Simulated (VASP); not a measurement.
# Bi (Fd-3m) in VASP: a series of runs

Bi is run at these levels: r2SCAN; tasks: single point.

Everything below comes from runs of VASP 6.6.1. Logs are shortened: lines on timing, memory, paths and dates and some standing lists are left out, and cuts for length are marked.

## Step 1: The cell of the first run

It takes space group Fd-3m (No. 227, cubic). Conventional cell: a = 7.038 Å, b = 7.038 Å, c = 7.038 Å, α = 90.00°, β = 90.00°, γ = 90.00°. Bi (site symmetry -43m) has 4 Bi at 3.05 Å within 4.0 Å.

This isn't the form of Bi at room conditions, which is rhombohedral.

## Step 2: Single point, r2SCAN (43.58 Å³/atom)

Contents of POSCAR:

```
Bi
1.0
    0.0000000000      3.5191023634      3.5191023634
    3.5191023634      0.0000000000      3.5191023634
    3.5191023634      3.5191023634      0.0000000000
Bi
2
Direct
    0.1250000000      0.1250000000      0.1250000000
    0.8750000000      0.8750000000      0.8750000000
```

Contents of INCAR.step1:

```
SYSTEM = Bi
PREC     = Accurate       ! precision mode
ENCUT    = 550            ! plane-wave cutoff, eV
ISMEAR   = -1             ! smearing method
SIGMA    = 0.1            ! smearing width, eV
LREAL    = .FALSE.        ! projectors in reciprocal space
LASPH    = .TRUE.         ! aspherical terms in the spheres
NELM     = 120            ! most SCF steps
NBANDS   = 22             ! bands
GGA      = PE             ! functional
ALGO     = Normal         ! electronic algorithm
EDIFF    = 1E-5           ! SCF threshold, eV
LWAVE    = .TRUE.         ! write WAVECAR
LCHARG   = .FALSE.        ! write CHGCAR
GGA_COMPAT= .FALSE.
```

Contents of INCAR.step2:

```
SYSTEM = Bi
PREC     = Accurate       ! precision mode
ENCUT    = 550            ! plane-wave cutoff, eV
EDIFF    = 1E-6           ! SCF threshold, eV
ISMEAR   = -1             ! smearing method
SIGMA    = 0.1            ! smearing width, eV
LREAL    = .FALSE.        ! projectors in reciprocal space
LASPH    = .TRUE.         ! aspherical terms in the spheres
NELM     = 120            ! most SCF steps
ALGO     = Normal         ! electronic algorithm
ISIF     = 2              ! what is computed and relaxed
LWAVE    = .FALSE.        ! write WAVECAR
LCHARG   = .FALSE.        ! write CHGCAR
METAGGA  = R2SCAN         ! meta-GGA
LMIXTAU  = .TRUE.       
NBANDS   = 22             ! bands
ISTART   = 1            
GGA_COMPAT= .FALSE.
```

Contents of KPOINTS:

```
Automatic mesh
0
G
  9 9 9
  0 0 0
```

Potentials or basis: VASP PAW PBE potentials, release 64 (Bi_d).

Started as:

```sh
> cat potpaw_PBE.64/Bi_d/POTCAR > POTCAR
> cp INCAR.step1 INCAR
> mpirun -np 1 vasp_std > vasp.out
> cp INCAR.step2 INCAR
> mpirun -np 1 vasp_std > vasp.out
```

OUTCAR:

```text
SYSTEM = Bi
   PREC = Accurate
   ENCUT = 550
   EDIFF = 1E-6
   ISMEAR = -1
   LREAL = .FALSE.
   LASPH = .TRUE.
   NELM = 120
   ISIF = 2
   METAGGA = R2SCAN
   ISTART = 1

 ion  position               nearest neighbor table
   1  0.125  0.125  0.125-   2 3.05   2 3.05   2 3.05   2 3.05
   2  0.875  0.875  0.875-   1 3.05   1 3.05   1 3.05   1 3.05

  LATTYP: Found a face centered cubic cell.
 ALAT       =     7.0382047268

  Lattice vectors:

 A1 = (   0.0000000000,   3.5191023634,   3.5191023634)
 A2 = (   3.5191023634,   0.0000000000,   3.5191023634)
 A3 = (   3.5191023634,   3.5191023634,   0.0000000000)

Analysis of symmetry for initial positions (statically):
=====================================================================
 Subroutine PRICEL returns:
 Original cell was already a primitive cell.

 Routine SETGRP: Setting up the symmetry group for a
 face centered cubic supercell.

 Subroutine GETGRP returns: Found 48 space group operations
 (whereof 12 operations were pure point group operations)
 out of a pool of 48 trial point group operations.

The static configuration has the point symmetry D_3d.
 The point group associated with its full space group is O_h .

Analysis of symmetry for dynamics (positions and initial velocities):
=====================================================================
 Subroutine PRICEL returns:
 Original cell was already a primitive cell.

 Routine SETGRP: Setting up the symmetry group for a
 face centered cubic supercell.

 Subroutine GETGRP returns: Found 48 space group operations
 (whereof 12 operations were pure point group operations)
 out of a pool of 48 trial point group operations.

The dynamic configuration has the point symmetry D_3d.
 The point group associated with its full space group is O_h .

 Subroutine INISYM returns: Found 48 space group operations
 (whereof 12 operations are pure point group operations),
 and found     1 'primitive' translations

----------------------------------------------------------------------------------------

                                     Primitive cell

  volume of cell :      87.1617

  direct lattice vectors                    reciprocal lattice vectors
     0.000000000  3.519102363  3.519102363    -0.142081687  0.142081687  0.142081687
     3.519102363  0.000000000  3.519102363     0.142081687 -0.142081687  0.142081687
     3.519102363  3.519102363  0.000000000     0.142081687  0.142081687 -0.142081687

  length of vectors
     4.976762290  4.976762290  4.976762290     0.246092700  0.246092700  0.246092700

  position of ions in fractional coordinates (direct lattice)
     0.125000000  0.125000000  0.125000000
     0.875000000  0.875000000  0.875000000

  ion indices of the primitive-cell ions
   primitive index   ion index
                 1           1
                 2           2

----------------------------------------------------------------------------------------

 KPOINTS: Automatic mesh

Automatic generation of k-mesh.
 Grid dimensions read from file:
 generate k-points for:    9    9    9

 Generating k-lattice:

  Cartesian coordinates                     Fractional coordinates (reciprocal lattice)
    -0.015786854  0.015786854  0.015786854     0.111111111  0.000000000  0.000000000
     0.015786854 -0.015786854  0.015786854     0.000000000  0.111111111  0.000000000
     0.015786854  0.015786854 -0.015786854     0.000000000  0.000000000  0.111111111

  Length of vectors
     0.027343633  0.027343633  0.027343633

  Shift w.r.t. Gamma in fractional coordinates (k-lattice)
     0.000000000  0.000000000  0.000000000

 Subroutine IBZKPT returns following result:
 ===========================================

 Found     35 irreducible k-points:

 Following reciprocal coordinates:
            Coordinates               Weight
  0.000000  0.000000  0.000000      1.000000
  0.111111  0.000000  0.000000      8.000000
  0.222222  0.000000  0.000000      8.000000
  0.333333  0.000000  0.000000      8.000000
  0.444444  0.000000  0.000000      8.000000
  0.111111  0.111111  0.000000      6.000000
[... 16 lines left out ...]
 -0.333333  0.333333  0.000000     12.000000
  0.444444  0.444444  0.000000      6.000000
 [... further k-points ...]
   k-points           NKPTS =     35   k-points in BZ     NKDIM =     35   number of bands    NBANDS=     22
   number of dos      NEDOS =    301   number of ions     NIONS =      2
   total plane-waves  NPLWV =  64000
   dimension x,y,z NGX =    40 NGY =   40 NGZ =   40
   dimension x,y,z NGXF=    80 NGYF=   80 NGZF=   80
   ions per type =               2
   NGX,Y,Z   is equivalent  to a cutoff of  13.36, 13.36, 13.36 a.u.
   NGXF,Y,Z  is equivalent  to a cutoff of  26.72, 26.72, 26.72 a.u.
 SYSTEM =  Bi
   PREC   = accura    normal or accurate (medium, high low for compatibility)
   ISTART =      1    job   : 0-new  1-cont  2-samecut
   ICHARG =      0    charge: 1-file 2-atom 10-const
   ISPIN  =      1    spin polarized calculation?
   LNONCOLLINEAR =      F non collinear calculations
   LSORBIT =      F    spin-orbit coupling
   LASPH  =      T    aspherical Exc in radial PAW
   ENCUT  =  550.0 eV  40.42 Ry    6.36 a.u.   9.52  9.52  9.52*2*pi/ulx,y,z
   NELM   =    120;   NELMIN=  2; NELMDL=  0     # of ELM steps
   EDIFF  = 0.1E-05   stopping-criterion for ELM
   LREAL  =      F    real-space projection
   EDIFFG = 0.1E-04   stopping-criterion for IOM
   NSW    =      0    number of steps for IOM
   IBRION =     -1    ionic relax: 0-MD 1-quasi-New 2-CG
   NFREE  =      0    steps in history (QN), initial steepest desc. (CG)
   ISIF   =      2    stress and relaxation
   ISYM   =      2    0-nonsym 1-usesym 2-fastsym
   POTIM  = 0.5000    time-step for ionic-motion
   TEBEG  =    0.0;   TEEND  =   0.0 temperature during run
   PSTRESS=    0.0 pullay stress
   NELECT =      30.0000    total number of electrons
   NUPDOWN=      -1.0000    fix difference up-down
   EMIN   =  10.00;   EMAX   =-10.00  energy-range for DOS
   EFERMI =   0.00;   METHOD = LEGACY
   ISMEAR =    -1;   SIGMA  =   0.10  broadening in eV -4-tet -1-fermi 0-gaus
   EFERMI_NEDOS =   21; number of points for ismear=-14 and -15
   IALGO  =     38    algorithm
   IMIX   =      4    mixing-type and parameters
     AMIX     =   0.40;   BMIX     =  1.00
     AMIX_MAG =   1.60;   BMIX_MAG =  1.00
  volume/ion in A,a.u.               =      43.58       294.10
  Fermi-wavevector in a.u.,A,eV,Ry     =   1.147290  2.168064 17.909011  1.316275
  Thomas-Fermi vector in A             =   2.283971
   LORBIT       =      0    0 simple, 1 ext, 2 COOP (PROOUT), +10 PAW based schemes
   METAGGA = R2SCAN    functional components
   LHFCALC =     F    Hartree Fock is set to
   AEXX    =    0.0000 exact exchange contribution
   IVDW    =     0    specifies the selected vdW correction
   LEPSILON=     F    determine dielectric tensor
   LRPA    =     F    only Hartree local field effects (RPA)
 non-spin polarized calculation
  energy-cutoff  :      550.00
  volume of cell :       87.16
 maximum number of plane-waves:      2637
 NGX is ok and might be reduce to    40
   NGX = 19   NGY = 19   NGZ = 19

 number of electron      30.0000003 magnetization

 Free energy of the ion-electron system (eV)
  ---------------------------------------------------
  ext. energy  EPLUGINS =         0.00000000
  ---------------------------------------------------
  free energy    TOTEN  =      -116.45887143 eV

  energy without entropy =     -116.42058994  energy(sigma->0) =     -116.43973068

 E-fermi :   4.3622     XC(G=0):  -8.9373

 val. band max:        4.3581954122   @ k =  -0.4444   0.4444   0.0000
 cond. band min:       4.3764510038   @ k =   0.4444   0.3333   0.0000
 fundamental gap:      0.0182555915
 Fermi energy:         4.3622194123

 k-point     1 :       0.0000    0.0000    0.0000
  band No.  band energies     occupation
      1     -19.2674      2.00000
      2     -19.2674      2.00000
      3     -19.2674      2.00000
      4     -19.2086      2.00000
      5     -19.2086      2.00000
      6     -18.9645      2.00000
[... 14 lines left out ...]
     21      11.8591      0.00000
     22      12.1711      0.00000

 k-point     2 :       0.1111    0.0000    0.0000
  band No.  band energies     occupation
      1     -19.2737      2.00000
      2     -19.2737      2.00000
      3     -19.2649      2.00000
      4     -19.1997      2.00000
      5     -19.1997      2.00000
      6     -18.9813      2.00000
[... 14 lines left out ...]
     21      11.1988      0.00000
     22      11.7503      0.00000

 k-point     3 :       0.2222    0.0000    0.0000
  band No.  band energies     occupation
      1     -19.2845      2.00000
      2     -19.2845      2.00000
      3     -19.2583      2.00000
      4     -19.1827      2.00000
      5     -19.1827      2.00000
      6     -18.9987      2.00000
[... 14 lines left out ...]
     21      10.8705      0.00000
     22      11.5176      0.00000

 k-point     4 :       0.3333    0.0000    0.0000
  band No.  band energies     occupation
      1     -19.2925      2.00000
      2     -19.2925      2.00000
      3     -19.2502      2.00000
      4     -19.1685      2.00000
      5     -19.1685      2.00000
      6     -19.0110      2.00000
[... 14 lines left out ...]
     21      11.1152      0.00000
     22      12.1466      0.00000

 k-point     5 :       0.4444    0.0000    0.0000
  band No.  band energies     occupation
      1     -19.2964      2.00000
      2     -19.2964      2.00000
      3     -19.2447      2.00000
      4     -19.1612      2.00000
      5     -19.1612      2.00000
      6     -19.0169      2.00000
[... 14 lines left out ...]
     21      11.7910      0.00000
     22      11.7910      0.00000

 k-point     6 :       0.1111    0.1111    0.0000
  band No.  band energies     occupation
      1     -19.2732      2.00000
      2     -19.2732      2.00000
      3     -19.2699      2.00000
      4     -19.2011      2.00000
      5     -19.1907      2.00000
      6     -18.9999      2.00000
[... 14 lines left out ...]
     21      11.9775      0.00000
     22      12.4490      0.00000

 k-point     7 :       0.2222    0.1111    0.0000
  band No.  band energies     occupation
      1     -19.2857      2.00000
      2     -19.2816      2.00000
      3     -19.2620      2.00000
      4     -19.1884      2.00000
      5     -19.1722      2.00000
      6     -19.0213      2.00000
[... 324 lines left out ...]
      6     -19.0998      2.00000
[... 14 lines left out ...]
     21      12.9316      0.00000
     22      14.4364      0.00000

 k-point    21 :       0.4444    0.3333    0.0000
  band No.  band energies     occupation
      1     -19.3115      2.00000
      2     -19.3060      2.00000
      3     -19.2237      2.00000
      4     -19.1296      2.00000
      5     -19.1276      2.00000
      6     -19.0795      2.00000
[... 14 lines left out ...]
     21      13.1162      0.00000
     22      13.8864      0.00000

 k-point    22 :      -0.4444    0.3333    0.0000
  band No.  band energies     occupation
      1     -19.3231      2.00000
      2     -19.3089      2.00000
      3     -19.1975      2.00000
      4     -19.1273      2.00000
      5     -19.1096      2.00000
      6     -19.0812      2.00000
[... 14 lines left out ...]
     21      12.1368      0.00000
     22      13.8621      0.00000

 k-point    23 :      -0.3333    0.3333    0.0000
  band No.  band energies     occupation
      1     -19.3265      2.00000
      2     -19.3088      2.00000
      3     -19.1934      2.00000
      4     -19.1141      2.00000
      5     -19.1079      2.00000
      6     -19.0906      2.00000
[... 14 lines left out ...]
     21      12.7233      0.00000
     22      13.6713      0.00000

 k-point    24 :       0.4444    0.4444    0.0000
  band No.  band energies     occupation
      1     -19.3093      2.00000
      2     -19.3093      2.00000
      3     -19.2122      2.00000
      4     -19.1642      2.00000
      5     -19.1068      2.00000
      6     -19.0644      2.00000
[... 14 lines left out ...]
     21      13.7727      0.00000
     22      13.8707      0.00000

 [... further k-points ...]

------------------------ aborting loop because EDIFF is reached ----------------------------------------

  FORCE on cell =-STRESS in cart. coord.  units (eV):
  Direction    XX          YY          ZZ          XY          YZ          ZX
  --------------------------------------------------------------------------------------
  -------------------------------------------------------------------------------------
  Total        1.7009095      1.7009095      1.7009095     -0.0000000      0.0000000     -0.0000000
  in kB       31.2655510     31.2655510     31.2655510     -0.0000000      0.0000000     -0.0000000
  external PRESSURE =      31.2655510 kB  Pullay stress =       0.0000000 kB

 VOLUME and BASIS-vectors are now :
 -----------------------------------------------------------------------------
  energy-cutoff  :      550.00
  volume of cell :       87.16
      direct lattice vectors                 reciprocal lattice vectors
     0.000000000  3.519102363  3.519102363    -0.142081687  0.142081687  0.142081687
     3.519102363  0.000000000  3.519102363     0.142081687 -0.142081687  0.142081687
     3.519102363  3.519102363  0.000000000     0.142081687  0.142081687 -0.142081687

 POSITION                                       TOTAL-FORCE (eV/Angst)
 -----------------------------------------------------------------------------------
      0.87978      0.87978      0.87978         0.000000     -0.000000     -0.000000
      6.15843      6.15843      6.15843        -0.000000      0.000000      0.000000
 -----------------------------------------------------------------------------------
    total drift:                                0.000000      0.000000     -0.000000

  FREE ENERGIE OF THE ION-ELECTRON SYSTEM (eV)
  ---------------------------------------------------
  free  energy   TOTEN  =      -116.4588714259 eV

  energy  without entropy=     -116.4205899381  energy(sigma->0) =     -116.43973068
```

Run time: 2 min. Hardware: 1 thread of Intel Xeon 6975P-C (Granite Rapids), shared host; peak memory 0.27 GiB.

What came out:

```yaml
Free_energy: -116.4589 eV
Pressure: 3.1 GPa
Band_gap_on_the_k_mesh: zero (bands 15 and 16 overlap by 0.78 eV)
```

Caveat: the cell stands under pressure; the PAW data sets were made with another functional, which shifts forces and pressure a little; spin-orbit coupling is left out, which moves the levels of the heavy elements.

## Step 3: Single point, r2SCAN (45.48 Å³/atom)

This run uses another cell than the first one, of 45.48 Å³/atom.

Contents of POSCAR:

```
Bi
1.0
    0.0000000000      3.5693820474      3.5693820474
    3.5693820474      0.0000000000      3.5693820474
    3.5693820474      3.5693820474      0.0000000000
Bi
2
Direct
    0.1250000000      0.1250000000      0.1250000000
    0.8750000000      0.8750000000      0.8750000000
```

Contents of INCAR.step1:

```
PREC = Accurate ; ENCUT = 550
ISMEAR = -1 ; SIGMA = 0.1
LREAL = F ; LASPH = T
NELM = 120 ; NBANDS = 22
GGA = PE ; ALGO = Normal
EDIFF = 1E-5 ; LWAVE = T
LCHARG = F ; GGA_COMPAT = F
```

Contents of INCAR.step2:

```
PREC = Accurate ; ENCUT = 550
EDIFF = 1E-6 ; ISMEAR = -1
SIGMA = 0.1 ; LREAL = F
LASPH = T ; NELM = 120
ALGO = Normal ; ISIF = 2
LWAVE = F ; LCHARG = F
METAGGA = R2SCAN ; LMIXTAU = T
NBANDS = 22 ; ISTART = 1
GGA_COMPAT = F
```

Contents of KPOINTS:

```
regular mesh
0
Gamma
  9 9 9
```

Potentials or basis: VASP PAW PBE potentials, release 64 (Bi_d).

Started as:

```sh
> cat potpaw_PBE.64/Bi_d/POTCAR > POTCAR
> cp INCAR.step1 INCAR
> mpirun -np 1 vasp_std > vasp.out
> cp INCAR.step2 INCAR
> mpirun -np 1 vasp_std > vasp.out
```

Run time: 2 min. Hardware: 1 thread of Intel Xeon 6975P-C (Granite Rapids), shared host; peak memory 0.28 GiB.

It converged, with:

| Property | Result |
| --- | --- |
| Free energy | -116.5125 eV |
| Pressure | 1.4 GPa |
| Band gap on the k mesh | zero (bands 15 and 16 overlap by 0.70 eV) |

Levels at points of the mesh, in eV from the Fermi level:
| k point | band 12 | band 13 | band 14 | band 15 | band 16 | band 17 | band 18 | band 19 |
| --- | --- | --- | --- | --- | --- | --- | --- | --- |
| (0.00, 0.00, 0.00) | -7.80 | -1.50 | -1.50 | -1.50 | 0.90 | 0.90 | 0.90 | 3.57 |

Caveat: the PAW data sets were made with another functional, which shifts forces and pressure a little; spin-orbit coupling is left out, which moves the levels of the heavy elements.

## Step 4: Single point, r2SCAN (47.37 Å³/atom)

This run uses another cell than the first one, of 47.37 Å³/atom.

Contents of POSCAR:

```
Bi
1.0
    0.0000000000      3.6182837686      3.6182837686
    3.6182837686      0.0000000000      3.6182837686
    3.6182837686      3.6182837686      0.0000000000
Bi
2
Direct
    0.1250000000      0.1250000000      0.1250000000
    0.8750000000      0.8750000000      0.8750000000
```

Contents of INCAR.step1:

```
SYSTEM = Bi
  PREC = Accurate
  ENCUT = 550
  ISMEAR = -1
  SIGMA = 0.1
  LREAL = .False.
  LASPH = .True.
  NELM = 120
  NBANDS = 22
  GGA = PE
  ALGO = Normal
  EDIFF = 1E-5
  LWAVE = .True.
  LCHARG = .False.
  GGA_COMPAT = .False.
```

Contents of INCAR.step2:

```
SYSTEM = Bi
  PREC = Accurate
  ENCUT = 550
  EDIFF = 1E-6
  ISMEAR = -1
  SIGMA = 0.1
  LREAL = .False.
  LASPH = .True.
  NELM = 120
  ALGO = Normal
  ISIF = 2
  LWAVE = .False.
  LCHARG = .True.
  METAGGA = R2SCAN
  LMIXTAU = .True.
  LELF = .True.
  LVHAR = .True.
  NBANDS = 22
  ISTART = 1
  GGA_COMPAT = .False.
```

Contents of KPOINTS:

```
regular mesh
0
Gamma
  9 9 9
  0 0 0
```

Started as:

```sh
> cat potpaw_PBE.64/Bi_d/POTCAR > POTCAR
> cp INCAR.step1 INCAR
> mpirun -np 1 vasp_std > vasp.out
> cp INCAR.step2 INCAR
> mpirun -np 1 vasp_std > vasp.out
```

It took 2 min on 1 thread of Intel Xeon 6975P-C (Granite Rapids), shared host; peak memory 0.28 GiB.

Results (log left out):

```
Free energy            : -116.5286 eV
Pressure               : -0.1 GPa
Band gap on the k mesh : zero (bands 15 and 16 overlap by 0.63 eV)
```

Levels at points of the mesh, in eV from the Fermi level:
| k point | band 11 | band 12 | band 13 | band 14 | band 15 | band 16 | band 17 | band 18 | band 19 | band 20 |
| --- | --- | --- | --- | --- | --- | --- | --- | --- | --- | --- |
| (0.00, 0.00, 0.00) | -13.07 | -7.96 | -1.45 | -1.45 | -1.45 | 0.91 | 0.91 | 0.91 | 3.56 | 7.36 |

Caveat: the PAW data sets were made with another functional, which shifts forces and pressure a little; spin-orbit coupling is left out, which moves the levels of the heavy elements.

## Step 5: The runs side by side

```tsv
cell	gap on the mesh (eV)	pressure (GPa)
a = 4.977 Å, angles 60.0°, 2 atoms	none	3.1
a = 5.048 Å, angles 60.0°, 2 atoms	none	1.4
a = 5.117 Å, angles 60.0°, 2 atoms	none	-0.1
```

Alike in all rows: task single point; level r2SCAN; potentials or basis VASP PAW PBE potentials, release 64 (Bi_d); no spin polarisation; k mesh 9 × 9 × 9; cutoff (eV) 550; smearing fermi-dirac 0.1 eV.

Caveats: the PAW data sets were made with another functional, which shifts forces and pressure a little; spin-orbit coupling is left out, which moves the levels of the heavy elements; the cell stands under pressure (at least some runs).

Total energies depend on the potentials used, so only differences within one code and one set of settings carry meaning.

The gap in the log of VASP goes by the Fermi energy; the results here count the filled bands.